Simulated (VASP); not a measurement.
# HfSi2 (Cmcm) in VASP: a series of runs

The runs below take HfSi2 through single point, relaxation of cell and atoms, with PBE.

All numbers are computed with VASP 6.6.1; they aren't measurements. Logs are shortened: lines on timing, memory, paths and dates and some standing lists are left out, and cuts for length are marked.

### Step 1. The cell of the first run

Symmetry: Cmcm, No. 63, orthorhombic system. The conventional cell has a = 3.683 Å, b = 14.593 Å, c = 3.659 Å, α = 90.00°, β = 90.00°, γ = 90.00°. Within 3.6 Å of Hf (site symmetry m2m) lie 10 Si at 2.70 to 2.97 Å and 2 Hf at 3.58 Å. Si (site symmetry m2m) has 2 Si at 2.42 Å and 6 Hf at 2.70 to 2.97 Å within 3.2 Å. Within 3.4 Å of Si (site symmetry m2m) lie 6 Si at 2.60 to 3.39 Å and 4 Hf at 2.80 Å.

### Step 2. Single point, PBE

The input, INCAR:

```
PREC = Accurate ; ENCUT = 500
EDIFF = 1E-6 ; ISMEAR = 0
SIGMA = 0.1 ; LREAL = F
LASPH = T ; NELM = 120
ALGO = Normal ; ISIF = 2
LWAVE = F ; LCHARG = F
GGA = PE ; NBANDS = 27
GGA_COMPAT = F
```

The input, KPOINTS:

```
Automatic mesh
0
Gamma
  10 10 10
```

The input, POSCAR:

```
HfSi2
1.0
    1.8413190566     -7.2964455015      0.0000000000
    1.8413190566      7.2964455015      0.0000000000
    0.0000000000      0.0000000000      3.6590707965
Hf Si
2 4
Direct
    0.6054711515      0.3945288485      0.2500000000
    0.3945288485      0.6054711515      0.7500000000
    0.9457630247      0.0542369753      0.2500000000
    0.0542369753      0.9457630247      0.7500000000
    0.2497015869      0.7502984131      0.2500000000
    0.7502984131      0.2497015869      0.7500000000
```

Potentials or basis: VASP PAW PBE potentials, release 64 (Hf_pv, Si).

Started as:

```console
$ cat potpaw_PBE.64/Hf_pv/POTCAR potpaw_PBE.64/Si/POTCAR > POTCAR
$ mpirun -np 1 vasp_std > vasp.out
```

OUTCAR:

```text
PREC = Accurate
   ENCUT = 500
   EDIFF = 1E-6
   ISMEAR = 0
   LREAL = F
   LASPH = T
   NELM = 120
   ISIF = 2
   GGA = PE

 ion  position               nearest neighbor table
   1  0.605  0.395  0.250-   4 2.70   4 2.70   4 2.70   4 2.70   6 2.80   6 2.80   5 2.80   5 2.80
                             3 2.97   3 2.97   2 3.58   2 3.58
   2  0.395  0.605  0.750-   3 2.70   3 2.70   3 2.70   3 2.70   5 2.80   5 2.80   6 2.80   6 2.80
                             4 2.97   4 2.97   1 3.58   1 3.58
   3  0.946  0.054  0.250-   4 2.42   4 2.42   2 2.70   2 2.70   2 2.70   2 2.70   1 2.97   1 2.97

   4  0.054  0.946  0.750-   3 2.42   3 2.42   1 2.70   1 2.70   1 2.70   1 2.70   2 2.97   2 2.97

   5  0.250  0.750  0.250-   6 2.60   6 2.60   6 2.60   6 2.60   2 2.80   2 2.80   1 2.80   1 2.80

   6  0.750  0.250  0.750-   5 2.60   5 2.60   5 2.60   5 2.60   1 2.80   1 2.80   2 2.80   2 2.80

  LATTYP: Found a base centered orthorhombic cell.
 ALAT       =     3.6826381132
 B/A-ratio  =     3.9626187951
 C/A-ratio  =     0.9936004256

  Lattice vectors:

 A1 = (   1.8413190566,  -7.2964455015,   0.0000000000)
 A2 = (   1.8413190566,   7.2964455015,   0.0000000000)
 A3 = (   0.0000000000,   0.0000000000,   3.6590707965)

Analysis of symmetry for initial positions (statically):
=====================================================================
 Subroutine PRICEL returns:
 Original cell was already a primitive cell.

 Routine SETGRP: Setting up the symmetry group for a
 base centered orthorhombic supercell.

 Subroutine GETGRP returns: Found  8 space group operations
 (whereof  4 operations were pure point group operations)
 out of a pool of  8 trial point group operations.

The static configuration has the point symmetry C_2h.
 The point group associated with its full space group is D_2h.

Analysis of symmetry for dynamics (positions and initial velocities):
=====================================================================
 Subroutine PRICEL returns:
 Original cell was already a primitive cell.

 Routine SETGRP: Setting up the symmetry group for a
 base centered orthorhombic supercell.

 Subroutine GETGRP returns: Found  8 space group operations
 (whereof  4 operations were pure point group operations)
 out of a pool of  8 trial point group operations.

The dynamic configuration has the point symmetry C_2h.
 The point group associated with its full space group is D_2h.

 Subroutine INISYM returns: Found  8 space group operations
 (whereof  4 operations are pure point group operations),
 and found     1 'primitive' translations

----------------------------------------------------------------------------------------

                                     Primitive cell

  volume of cell :      98.3198

  direct lattice vectors                    reciprocal lattice vectors
     1.841319057 -7.296445502  0.000000000     0.271544466 -0.068526517  0.000000000
     1.841319057  7.296445502  0.000000000     0.271544466  0.068526517  0.000000000
     0.000000000  0.000000000  3.659070797     0.000000000  0.000000000  0.273293428

  length of vectors
     7.525195866  7.525195866  3.659070797     0.280057638  0.280057638  0.273293428

  position of ions in fractional coordinates (direct lattice)
     0.605471151  0.394528849  0.250000000
     0.394528849  0.605471151  0.750000000
     0.945763025  0.054236975  0.250000000
     0.054236975  0.945763025  0.750000000
     0.249701587  0.750298413  0.250000000
     0.750298413  0.249701587  0.750000000

  ion indices of the primitive-cell ions
   primitive index   ion index
                 1           1
                 2           2
                 3           3
                 4           4
                 5           5
                 6           6

----------------------------------------------------------------------------------------

 KPOINTS: Automatic mesh

Automatic generation of k-mesh.
 Grid dimensions read from file:
 generate k-points for:   10   10   10

 Generating k-lattice:

  Cartesian coordinates                     Fractional coordinates (reciprocal lattice)
     0.027154447 -0.006852652  0.000000000     0.100000000  0.000000000  0.000000000
     0.027154447  0.006852652  0.000000000     0.000000000  0.100000000  0.000000000
     0.000000000  0.000000000  0.027329343     0.000000000  0.000000000  0.100000000

  Length of vectors
     0.028005764  0.028005764  0.027329343

  Shift w.r.t. Gamma in fractional coordinates (k-lattice)
     0.000000000  0.000000000  0.000000000

 Subroutine IBZKPT returns following result:
 ===========================================

 Found    186 irreducible k-points:

 Following reciprocal coordinates:
            Coordinates               Weight
  0.000000  0.000000  0.000000      1.000000
  0.100000  0.000000  0.000000      4.000000
  0.200000  0.000000  0.000000      4.000000
  0.300000  0.000000  0.000000      4.000000
  0.400000  0.000000  0.000000      4.000000
  0.500000 -0.000000  0.000000      2.000000
[... 16 lines left out ...]
  0.300000  0.300000  0.000000      2.000000
  0.400000  0.300000  0.000000      4.000000
 [... further k-points ...]
   k-points           NKPTS =    186   k-points in BZ     NKDIM =    186   number of bands    NBANDS=     27
   number of dos      NEDOS =    301   number of ions     NIONS =      6
   total plane-waves  NPLWV =  87808
   dimension x,y,z NGX =    56 NGY =   56 NGZ =   28
   dimension x,y,z NGXF=   112 NGYF=  112 NGZF=   56
   ions per type =               2   4
   NGX,Y,Z   is equivalent  to a cutoff of  12.37, 12.37, 12.72 a.u.
   NGXF,Y,Z  is equivalent  to a cutoff of  24.74, 24.74, 25.44 a.u.
 SYSTEM =  unknown system
   PREC   = accura    normal or accurate (medium, high low for compatibility)
   ISTART =      0    job   : 0-new  1-cont  2-samecut
   ICHARG =      2    charge: 1-file 2-atom 10-const
   ISPIN  =      1    spin polarized calculation?
   LNONCOLLINEAR =      F non collinear calculations
   LSORBIT =      F    spin-orbit coupling
   LASPH  =      T    aspherical Exc in radial PAW
   ENCUT  =  500.0 eV  36.75 Ry    6.06 a.u.  13.72 13.72  6.67*2*pi/ulx,y,z
   NELM   =    120;   NELMIN=  2; NELMDL= -5     # of ELM steps
   EDIFF  = 0.1E-05   stopping-criterion for ELM
   LREAL  =      F    real-space projection
   EDIFFG = 0.1E-04   stopping-criterion for IOM
   NSW    =      0    number of steps for IOM
   IBRION =     -1    ionic relax: 0-MD 1-quasi-New 2-CG
   NFREE  =      0    steps in history (QN), initial steepest desc. (CG)
   ISIF   =      2    stress and relaxation
   ISYM   =      2    0-nonsym 1-usesym 2-fastsym
   POTIM  = 0.5000    time-step for ionic-motion
   TEBEG  =    0.0;   TEEND  =   0.0 temperature during run
   PSTRESS=    0.0 pullay stress
   NELECT =      36.0000    total number of electrons
   NUPDOWN=      -1.0000    fix difference up-down
   EMIN   =  10.00;   EMAX   =-10.00  energy-range for DOS
   EFERMI =   0.00;   METHOD = LEGACY
   ISMEAR =     0;   SIGMA  =   0.10  broadening in eV -4-tet -1-fermi 0-gaus
   EFERMI_NEDOS =   21; number of points for ismear=-14 and -15
   IALGO  =     38    algorithm
   IMIX   =      4    mixing-type and parameters
     AMIX     =   0.40;   BMIX     =  1.00
     AMIX_MAG =   1.60;   BMIX_MAG =  1.00
  volume/ion in A,a.u.               =      16.39       110.58
  Fermi-wavevector in a.u.,A,eV,Ry     =   1.171193  2.213235 18.663028  1.371694
  Thomas-Fermi vector in A             =   2.307641
   LORBIT       =      0    0 simple, 1 ext, 2 COOP (PROOUT), +10 PAW based schemes
   GGA     = PE    functional components
   LHFCALC =     F    Hartree Fock is set to
   AEXX    =    0.0000 exact exchange contribution
   IVDW    =     0    specifies the selected vdW correction
   LEPSILON=     F    determine dielectric tensor
   LRPA    =     F    only Hartree local field effects (RPA)
 non-spin polarized calculation
 Gauss-broadening in eV      SIGMA  =   0.10
  energy-cutoff  :      500.00
  volume of cell :       98.32
 maximum number of plane-waves:      2516
   NGX = 27   NGY = 27   NGZ = 13

 number of electron      35.9999997 magnetization

 Free energy of the ion-electron system (eV)
  ---------------------------------------------------
  ext. energy  EPLUGINS =         0.00000000
  ---------------------------------------------------
  free energy    TOTEN  =       -44.93580975 eV

  energy without entropy =      -44.92885214  energy(sigma->0) =      -44.93233095

 E-fermi :   8.3217     XC(G=0): -11.3611

 val. band max:        8.3209768981   @ k =   0.2000   0.0000   0.4000
 cond. band min:       8.3259803810   @ k =   0.4000   0.4000   0.2000
 fundamental gap:      0.0050034829
 Fermi energy:         8.3216832794

 k-point     1 :       0.0000    0.0000    0.0000
  band No.  band energies     occupation
      1     -22.5212      2.00000
      2     -22.4356      2.00000
      3     -22.4203      2.00000
      4     -22.4055      2.00000
      5     -22.3901      2.00000
      6     -22.3617      2.00000
[... 19 lines left out ...]
     26      10.9288      0.00000
     27      12.6807      0.00000

 k-point     2 :       0.1000    0.0000    0.0000
  band No.  band energies     occupation
      1     -22.5190      2.00000
      2     -22.4479      2.00000
      3     -22.4316      2.00000
      4     -22.4047      2.00000
      5     -22.3890      2.00000
      6     -22.3607      2.00000
[... 19 lines left out ...]
     26      11.9231      0.00000
     27      11.9508      0.00000

 k-point     3 :       0.2000    0.0000    0.0000
  band No.  band energies     occupation
      1     -22.5136      2.00000
      2     -22.4798      2.00000
      3     -22.4611      2.00000
      4     -22.4027      2.00000
      5     -22.3859      2.00000
      6     -22.3581      2.00000
[... 19 lines left out ...]
     26      11.6830      0.00000
     27      12.5659      0.00000

 k-point     4 :       0.3000    0.0000    0.0000
  band No.  band energies     occupation
      1     -22.5200      2.00000
      2     -22.5058      2.00000
      3     -22.4971      2.00000
      4     -22.4002      2.00000
      5     -22.3821      2.00000
      6     -22.3548      2.00000
[... 19 lines left out ...]
     26      12.0467      0.00000
     27      13.1023      0.00000

 k-point     5 :       0.4000    0.0000    0.0000
  band No.  band energies     occupation
      1     -22.5509      2.00000
      2     -22.5265      2.00000
      3     -22.5003      2.00000
      4     -22.3982      2.00000
      5     -22.3791      2.00000
      6     -22.3522      2.00000
[... 19 lines left out ...]
     26      12.0197      0.00000
     27      12.3858      0.00000

 k-point     6 :       0.5000   -0.0000    0.0000
  band No.  band energies     occupation
      1     -22.5628      2.00000
      2     -22.5376      2.00000
      3     -22.4982      2.00000
      4     -22.3975      2.00000
      5     -22.3779      2.00000
      6     -22.3512      2.00000
[... 444 lines left out ...]
      1     -22.5151      2.00000
      2     -22.4482      2.00000
      3     -22.4313      2.00000
      4     -22.4088      2.00000
      5     -22.3886      2.00000
      6     -22.3610      2.00000
[... 19 lines left out ...]
     26      11.7338      0.00000
     27      12.3039      0.00000

 k-point    22 :      -0.2000    0.2000    0.0000
  band No.  band energies     occupation
      1     -22.5182      2.00000
      2     -22.4359      2.00000
      3     -22.4200      2.00000
      4     -22.4085      2.00000
      5     -22.3899      2.00000
      6     -22.3620      2.00000
[... 19 lines left out ...]
     26      11.0691      0.00000
     27      12.4096      0.00000

 k-point    23 :       0.3000    0.3000    0.0000
  band No.  band energies     occupation
      1     -22.5513      2.00000
      2     -22.5263      2.00000
      3     -22.4983      2.00000
      4     -22.4001      2.00000
      5     -22.3789      2.00000
      6     -22.3524      2.00000
[... 19 lines left out ...]
     26      11.8923      0.00000
     27      12.6281      0.00000

 k-point    24 :       0.4000    0.3000    0.0000
  band No.  band energies     occupation
      1     -22.5212      2.00000
      2     -22.5006      2.00000
      3     -22.4970      2.00000
      4     -22.4045      2.00000
      5     -22.3818      2.00000
      6     -22.3552      2.00000
[... 19 lines left out ...]
     26      12.3908      0.00000
     27      12.6214      0.00000

 [... further k-points ...]
[... 5 lines left out ...]
  --------------------------------------------------------------------------------------
  -------------------------------------------------------------------------------------
  Total        0.0018209      0.0035493     -0.0426482      0.0000000      0.0000000      0.0000000
  in kB        0.0296719      0.0578382     -0.6949766      0.0000000      0.0000000      0.0000000
  external PRESSURE =      -0.2024888 kB  Pullay stress =       0.0000000 kB

 VOLUME and BASIS-vectors are now :
 -----------------------------------------------------------------------------
  energy-cutoff  :      500.00
  volume of cell :       98.32
      direct lattice vectors                 reciprocal lattice vectors
     1.841319057 -7.296445502  0.000000000     0.271544466 -0.068526517  0.000000000
     1.841319057  7.296445502  0.000000000     0.271544466  0.068526517  0.000000000
     0.000000000  0.000000000  3.659070797     0.000000000  0.000000000  0.273293428

 POSITION                                       TOTAL-FORCE (eV/Angst)
 -----------------------------------------------------------------------------------
      1.84132     -1.53913      0.91477         0.000000      0.005116     -0.000000
      1.84132      1.53913      2.74430         0.000000     -0.005116      0.000000
      1.84132     -6.50497      0.91477         0.000000     -0.018184     -0.000000
      1.84132      6.50497      2.74430         0.000000      0.018184     -0.000000
      1.84132      3.65258      0.91477         0.000000      0.000100     -0.000000
      1.84132     -3.65258      2.74430         0.000000     -0.000100     -0.000000
 -----------------------------------------------------------------------------------
    total drift:                                0.000000     -0.000000      0.000000

  FREE ENERGIE OF THE ION-ELECTRON SYSTEM (eV)
  ---------------------------------------------------
  free  energy   TOTEN  =       -44.9358097539 eV

  energy  without entropy=      -44.9288521391  energy(sigma->0) =      -44.93233095
```

Run time: 6.9 min. Hardware: 1 thread of Intel Xeon Platinum 8559C (Emerald Rapids), shared host; peak memory 0.55 GiB.

Results:

- Free energy: -44.9358 eV
- Pressure: 0.0 GPa
- Largest force: 0.018 eV/Å
- Band gap on the k mesh: zero (band 18 reaches 8.82 eV, above the bottom of band 19 at 7.91 eV)

Forces in eV/Å, atoms in the order of the input:
```
Hf   0.000  0.005  0.000
Hf   0.000 -0.005  0.000
Si   0.000 -0.018  0.000
Si   0.000  0.018  0.000
Si   0.000  0.000  0.000
Si   0.000  0.000  0.000
```

Caveat: spin-orbit coupling is left out, which moves the levels of the heavy elements.

### Step 3. Relaxation of cell and atoms, PBE

The input, INCAR:

```
SYSTEM = HfSi2
PREC = Accurate
ENCUT = 500
EDIFF = 1E-7
ISMEAR = 0
SIGMA = 0.1
LREAL = .FALSE.
LASPH = .TRUE.
NELM = 120
ALGO = Normal
ISIF = 3
LWAVE = .FALSE.
LCHARG = .FALSE.
GGA = PE
IBRION = 2
NSW = 100
EDIFFG = -0.005
GGA_COMPAT = .FALSE.
NELMIN = 4
```

The input, KPOINTS:

```
regular mesh
0
G
  10 10 10
  0 0 0
```

The input, POSCAR:

```
HfSi2
1.0
    1.8501392506     -7.2783947670      0.0000000000
    1.8501392506      7.2783947670      0.0000000000
    0.0000000000      0.0000000000      3.6540200955
Hf Si
2 4
Direct
    0.6049707112      0.3950292888      0.2500000000
    0.3950292888      0.6049707112      0.7500000000
    0.9453849176      0.0546150824      0.2500000000
    0.0546150824      0.9453849176      0.7500000000
    0.2499640652      0.7500359348      0.2500000000
    0.7500359348      0.2499640652      0.7500000000
```

Potentials or basis: VASP PAW PBE potentials, release 64 (Hf_pv, Si).

Started as:

```console
$ cat potpaw_PBE.64/Hf_pv/POTCAR potpaw_PBE.64/Si/POTCAR > POTCAR
$ mpirun -np 1 vasp_std > vasp.out
```

Run time: 30 min. Hardware: 1 thread of Intel Xeon Platinum 8375C at 2.90GHz (Ice Lake), shared host; peak memory 0.52 GiB.

Results (log left out):

* Free energy: -44.9359 eV
* Relaxed volume: 16.39 Å³/atom
* Relaxed cell: a = 7.527 Å, b = 7.527 Å, c = 3.658 Å, α = 90.00°, β = 90.00°, γ = 151.68°
* Space group after relaxing (to 0.05 Å): Cmcm (No. 63)
* Energy gained by relaxing: 0.4 meV/atom
* Ionic steps: 7
* Pressure after relaxing: 0.0 GPa
* Band gap on the k mesh: zero (band 18 reaches 8.82 eV, above the bottom of band 19 at 7.91 eV)

Forces in eV/Å, atoms in the order of the input:
```
Hf   0.000  0.001  0.000
Hf   0.000 -0.001  0.000
Si   0.000 -0.001  0.000
Si   0.000  0.001  0.000
Si   0.000 -0.002  0.000
Si   0.000  0.002  0.000
```

The path:
```csv
step,energy change (eV),largest force (eV/Å),pressure (GPa),volume (Å³)
1,0.0000,0.0696,-0.26,98.41
2,-0.0015,0.0338,0.29,98.04
3,-0.0015,0.0338,0.30,98.03
4,-0.0020,0.0310,-0.08,98.33
5,-0.0020,0.0314,-0.04,98.29
6,-0.0022,0.0150,-0.02,98.31
7,-0.0022,0.0021,0.00,98.32
```

Final structure:
```yaml
crystal:
  lattice:
    - [1.84141, -7.29834, 0.00000]
    - [1.84141, 7.29834, 0.00000]
    - [0.00000, 0.00000, 3.65787]
  atoms:
    - { symbol: Hf, position: [0.60547, 0.39453, 0.25000] }
    - { symbol: Hf, position: [0.39453, 0.60547, 0.75000] }
    - { symbol: Si, position: [0.94588, 0.05412, 0.25000] }
    - { symbol: Si, position: [0.05412, 0.94588, 0.75000] }
    - { symbol: Si, position: [0.24968, 0.75032, 0.25000] }
    - { symbol: Si, position: [0.75032, 0.24968, 0.75000] }
```

Levels at points of the mesh, in eV from the Fermi level:
```csv
k point,band 16,band 17,band 18,band 19,band 20,band 21
"(0.00, 0.00, 0.00)",-2.54,-2.53,-0.09,1.20,1.33,1.67
"(0.50, 0.00, 0.00)",-1.58,-0.86,-0.51,-0.41,0.81,0.83
"(0.50, 0.50, 0.00)",-2.13,-1.60,0.33,1.22,1.34,1.54
"(0.00, 0.00, 0.50)",-1.96,-0.09,-0.09,0.06,0.06,1.65
"(0.50, 0.00, 0.50)",-3.51,-2.41,-2.41,1.89,1.89,2.74
"(0.50, 0.50, 0.50)",-2.29,-0.95,-0.95,0.02,0.02,2.42
```

Caveat: spin-orbit coupling is left out, which moves the levels of the heavy elements.
